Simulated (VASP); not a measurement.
# AlP (I-4m2) in VASP: relaxation of the atoms with PBE

Aim: the relaxation of the atoms of AlP with PBE.

Program: VASP 6.6.1. These are calculated values, not measurements. Logs are shortened: lines on timing, memory, paths and dates and some standing lists are left out, and cuts for length are marked.

## (1) The cell of the first run

It takes space group I-4m2 (No. 119, tetragonal). The conventional cell has a = 3.833 Å, b = 3.833 Å, c = 5.366 Å, α = 90.00°, β = 90.00°, γ = 90.00°. Al (site symmetry -4m2) has 4 P at 2.34 Å within 3.1 Å. P (site symmetry -4m2) has 4 Al at 2.34 Å within 3.1 Å.

## (2) Relaxation of the atoms, PBE (z stretched by -1 %)

File INCAR:

```
ALGO     = Normal         # electronic algorithm
EDIFF    = 1E-7           # SCF threshold, eV
EDIFFG   = -0.02          # ionic threshold
ENCUT    = 450            # plane-wave cutoff, eV
GGA      = PE             # functional
GGA_COMPAT= F            
IBRION   = 2              # ionic algorithm
ISIF     = 2              # what is computed and relaxed
ISMEAR   = -1             # smearing method
LASPH    = T              # aspherical terms in the spheres
LCHARG   = F              # write CHGCAR
LREAL    = F              # projectors in reciprocal space
LWAVE    = F              # write WAVECAR
NELM     = 120            # most SCF steps
NELMIN   = 4            
NSW      = 80             # ionic steps
PREC     = Accurate       # precision mode
SIGMA    = 0.02           # smearing width, eV
```

File KPOINTS:

```
k-points
0
Gamma
  14 14 14
```

File POSCAR:

```
AlP
1.0
    0.0000000000      2.7100000000      2.6829000000
    2.7100000000      0.0000000000      2.6829000000
    2.7100000000      2.7100000000      0.0000000000
Al P
1 1
Direct
    0.0000000000      0.0000000000      0.0000000000
    0.2500000000      0.2500000000      0.2500000000
```

Potentials or basis: VASP PAW PBE potentials, release 64 (Al, P).

Launch:

```sh
$ cat potpaw_PBE.64/Al/POTCAR potpaw_PBE.64/P/POTCAR > POTCAR
$ mpirun -np 1 vasp_std > vasp.out
```

OUTCAR:

```text
EDIFF = 1E-7
   EDIFFG = -0.02
   ENCUT = 450
   GGA = PE
   IBRION = 2
   ISIF = 2
   ISMEAR = -1
   LASPH = T
   LREAL = F
   NELM = 120
   NELMIN = 4
   NSW = 80
   PREC = Accurate

 ion  position               nearest neighbor table
   1  0.000  0.000  0.000-   2 2.34   2 2.34   2 2.34   2 2.34
   2  0.250  0.250  0.250-   1 2.34   1 2.34   1 2.34   1 2.34

  LATTYP: Found a body centered tetragonal cell.
 ALAT       =     3.8325187540
 C/A-ratio  =     1.4000714267

  Lattice vectors:

 A1 = (   0.0000000000,  -2.7100000000,  -2.6829000000)
 A2 = (   0.0000000000,   2.7100000000,  -2.6829000000)
 A3 = (   2.7100000000,   0.0000000000,   2.6829000000)

Analysis of symmetry for initial positions (statically):
=====================================================================
 Subroutine PRICEL returns:
 Original cell was already a primitive cell.

 Routine SETGRP: Setting up the symmetry group for a
 body centered tetragonal supercell.

 Subroutine GETGRP returns: Found  8 space group operations
 (whereof  8 operations were pure point group operations)
 out of a pool of 16 trial point group operations.

The static configuration has the point symmetry D_2d.

Analysis of symmetry for dynamics (positions and initial velocities):
=====================================================================
 Subroutine PRICEL returns:
 Original cell was already a primitive cell.

 Routine SETGRP: Setting up the symmetry group for a
 body centered tetragonal supercell.

 Subroutine GETGRP returns: Found  8 space group operations
 (whereof  8 operations were pure point group operations)
 out of a pool of 16 trial point group operations.

The dynamic configuration has the point symmetry D_2d.

 Subroutine INISYM returns: Found  8 space group operations
 (whereof  8 operations are pure point group operations),
 and found     1 'primitive' translations

----------------------------------------------------------------------------------------

                                     Primitive cell

  volume of cell :      39.4070

  direct lattice vectors                    reciprocal lattice vectors
     0.000000000  2.710000000  2.682900000    -0.184501845  0.184501845  0.186365500
     2.710000000  0.000000000  2.682900000     0.184501845 -0.184501845  0.186365500
     2.710000000  2.710000000  0.000000000     0.184501845  0.184501845 -0.186365500

  length of vectors
     3.813404307  3.813404307  3.832518754     0.320646162  0.320646162  0.320646162

  position of ions in fractional coordinates (direct lattice)
     0.000000000  0.000000000  0.000000000
     0.250000000  0.250000000  0.250000000

  ion indices of the primitive-cell ions
   primitive index   ion index
[... 77 lines left out ...]
   NSW    =     80    number of steps for IOM
   IBRION =      2    ionic relax: 0-MD 1-quasi-New 2-CG
   NFREE  =      1    steps in history (QN), initial steepest desc. (CG)
   ISIF   =      2    stress and relaxation
   ISYM   =      2    0-nonsym 1-usesym 2-fastsym
   POTIM  = 0.5000    time-step for ionic-motion
   TEBEG  =    0.0;   TEEND  =   0.0 temperature during run
   PSTRESS=    0.0 pullay stress
   NELECT =       8.0000    total number of electrons
   NUPDOWN=      -1.0000    fix difference up-down
   EMIN   =  10.00;   EMAX   =-10.00  energy-range for DOS
   EFERMI =   0.00;   METHOD = LEGACY
   ISMEAR =    -1;   SIGMA  =   0.02  broadening in eV -4-tet -1-fermi 0-gaus
   EFERMI_NEDOS =   21; number of points for ismear=-14 and -15
   IALGO  =     38    algorithm
   IMIX   =      4    mixing-type and parameters
     AMIX     =   0.40;   BMIX     =  1.00
     AMIX_MAG =   1.60;   BMIX_MAG =  1.00
  volume/ion in A,a.u.               =      19.70       132.97
  Fermi-wavevector in a.u.,A,eV,Ry     =   0.962160  1.818218 12.595610  0.925751
  Thomas-Fermi vector in A             =   2.091594
   LORBIT       =      0    0 simple, 1 ext, 2 COOP (PROOUT), +10 PAW based schemes
   GGA     = PE    functional components
   LHFCALC =     F    Hartree Fock is set to
   AEXX    =    0.0000 exact exchange contribution
   IVDW    =     0    specifies the selected vdW correction
   LEPSILON=     F    determine dielectric tensor
   LRPA    =     F    only Hartree local field effects (RPA)
 conjugate gradient relaxation of ions
 non-spin polarized calculation
  energy-cutoff  :      450.00
  volume of cell :       39.41
 maximum number of plane-waves:       881
   NGX = 13   NGY = 13   NGZ = 13

 number of electron       7.9999999 magnetization

 Free energy of the ion-electron system (eV)
  ---------------------------------------------------
  ext. energy  EPLUGINS =         0.00000000
  ---------------------------------------------------
  free energy    TOTEN  =       -10.34030729 eV

  energy without entropy =      -10.34030729  energy(sigma->0) =      -10.34030729

 E-fermi :   5.2664     XC(G=0):  -9.3348

 val. band max:        4.9102288516   @ k =   0.0000   0.0000   0.0000
 cond. band min:       6.3568569453   @ k =   0.5000   0.5000   0.0000
 fundamental gap:      1.4466280937
 Fermi energy:         5.2663759569

 k-point     1 :       0.0000    0.0000    0.0000
  band No.  band energies     occupation
      1      -6.8142      2.00000
      2       4.8628      2.00000
      3       4.8628      2.00000
      4       4.9102      2.00000
      5       8.4609      0.00000
      6       9.4782      0.00000
      7       9.4893      0.00000
      8       9.4893      0.00000
[... 243 lines left out ...]
 k-point    24 :       0.2857    0.1429    0.0000
  band No.  band energies     occupation
      1      -5.9873      2.00000
      2       1.7813      2.00000
      3       3.8200      2.00000
      4       3.8682      2.00000
      5       8.4851      0.00000
      6       9.9217      0.00000
      7      10.6675      0.00000
      8      11.1064      0.00000

 [... further k-points ...]
[... 5 lines left out ...]
  --------------------------------------------------------------------------------------
  -------------------------------------------------------------------------------------
  Total        1.2571652      1.2571652      1.4052477      0.0000000      0.0000000     -0.0000000
  in kB       51.1128235     51.1128235     57.1334458      0.0000000      0.0000000     -0.0000000
  external PRESSURE =      53.1196976 kB  Pullay stress =       0.0000000 kB

 VOLUME and BASIS-vectors are now :
 -----------------------------------------------------------------------------
  energy-cutoff  :      450.00
  volume of cell :       39.41
      direct lattice vectors                 reciprocal lattice vectors
     0.000000000  2.710000000  2.682900000    -0.184501845  0.184501845  0.186365500
     2.710000000  0.000000000  2.682900000     0.184501845 -0.184501845  0.186365500
     2.710000000  2.710000000  0.000000000     0.184501845  0.184501845 -0.186365500

 POSITION                                       TOTAL-FORCE (eV/Angst)
 -----------------------------------------------------------------------------------
      0.00000      0.00000      0.00000         0.000000      0.000000     -0.000000
      1.35500      1.35500      1.34145        -0.000000     -0.000000      0.000000
 -----------------------------------------------------------------------------------
    total drift:                                0.000000      0.000000      0.000000

  FREE ENERGIE OF THE ION-ELECTRON SYSTEM (eV)
  ---------------------------------------------------
  free  energy   TOTEN  =       -10.3403072866 eV

  energy  without entropy=      -10.3403072865  energy(sigma->0) =      -10.34030729

 reached required accuracy - stopping structural energy minimisation
```

OSZICAR:

```text
N       E                     dE             d eps       ncg     rms          rms(c)
DAV:   1     0.101000080479E+02    0.10100E+02   -0.30076E+03  4032   0.675E+02
DAV:   2    -0.102743775400E+02   -0.20374E+02   -0.19437E+02  5480   0.862E+01
DAV:   3    -0.107002229815E+02   -0.42585E+00   -0.42585E+00  5032   0.164E+01
DAV:   4    -0.107022873573E+02   -0.20644E-02   -0.20644E-02  6680   0.125E+00
DAV:   5    -0.107022891932E+02   -0.18359E-05   -0.18359E-05  4976   0.338E-02    0.466E+00
DAV:   6    -0.103876786571E+02    0.31461E+00   -0.72103E-01  4104   0.402E+00    0.304E+00
DAV:   7    -0.103399286189E+02    0.47750E-01   -0.24711E-01  5312   0.253E+00    0.149E+00
DAV:   8    -0.103401538297E+02   -0.22521E-03   -0.14943E-02  4656   0.811E-01    0.208E-01
DAV:   9    -0.103401514057E+02    0.24240E-05   -0.46356E-04  5808   0.165E-01    0.932E-02
DAV:  10    -0.103403035759E+02   -0.15217E-03   -0.21463E-04  4360   0.107E-01    0.105E-02
DAV:  11    -0.103403063825E+02   -0.28066E-05   -0.22540E-05  6040   0.270E-02    0.120E-02
DAV:  12    -0.103403071714E+02   -0.78889E-06   -0.17744E-06  4904   0.102E-02    0.188E-03
DAV:  13    -0.103403073545E+02   -0.18309E-06   -0.27450E-07  5872   0.305E-03    0.176E-03
DAV:  14    -0.103403072866E+02    0.67935E-07   -0.26516E-08  2336   0.977E-04
   1 F= -.10340307E+02 E0= -.10340307E+02  d E =-.103403E+02
```

CONTCAR:

```text
AlP
   1.00000000000000
     0.0000000000000000    2.7100000000000000    2.6829000000000001
     2.7100000000000000    0.0000000000000000    2.6829000000000001
     2.7100000000000000    2.7100000000000000    0.0000000000000000
  Al              P
     1     1
Direct
     0.0000000000000000    0.0000000000000000    0.0000000000000000
     0.2500000000000000    0.2500000000000000    0.2500000000000000

  0.00000000E+00  0.00000000E+00  0.00000000E+00
  0.00000000E+00  0.00000000E+00  0.00000000E+00
```

Wall time 72 s (1 thread of AMD EPYC 7R43 (Zen 3), shared host); peak memory 0.16 GiB.

What came out:

```
Free energy             : -10.3403 eV
Pressure after relaxing : 5.3 GPa
Band gap on the k mesh  : 1.45 eV, indirect (least direct gap 3.55 eV)
```

Final structure:
```cif
data_structure
_symmetry_space_group_name_H-M 'P 1'
_symmetry_Int_Tables_number 1
_cell_length_a 3.8134
_cell_length_b 3.8134
_cell_length_c 3.8325
_cell_angle_alpha 59.834
_cell_angle_beta 59.834
_cell_angle_gamma 60.332
_cell_volume 39.41
loop_
_atom_site_label
_atom_site_type_symbol
_atom_site_fract_x
_atom_site_fract_y
_atom_site_fract_z
_atom_site_occupancy
Al1 Al 0.00000 0.00000 0.00000 1
P1 P 0.25000 0.25000 0.25000 1
```

Levels at points of the mesh, in eV from the valence-band top:
```csv
k point,band 1,band 2,band 3,band 4,band 5,band 6,band 7,band 8
"(0.00, 0.00, 0.00)",-11.72,-0.05,-0.05,0.00,3.55,4.57,4.58,4.58
"(0.50, 0.00, 0.00)",-9.96,-5.70,-0.86,-0.77,2.90,4.75,4.85,8.33
"(0.50, 0.50, 0.00)",-9.24,-5.40,-2.25,-2.25,1.45,2.36,11.30,11.30
"(0.50, 0.00, 0.50)",-9.28,-5.47,-2.18,-2.18,1.50,2.45,11.22,11.42
```

Caveat: the cell differs from its parent crystal (z stretched by -1 %); the relaxation stopped at its first step, so nothing moved. A k mesh can miss the band edges.
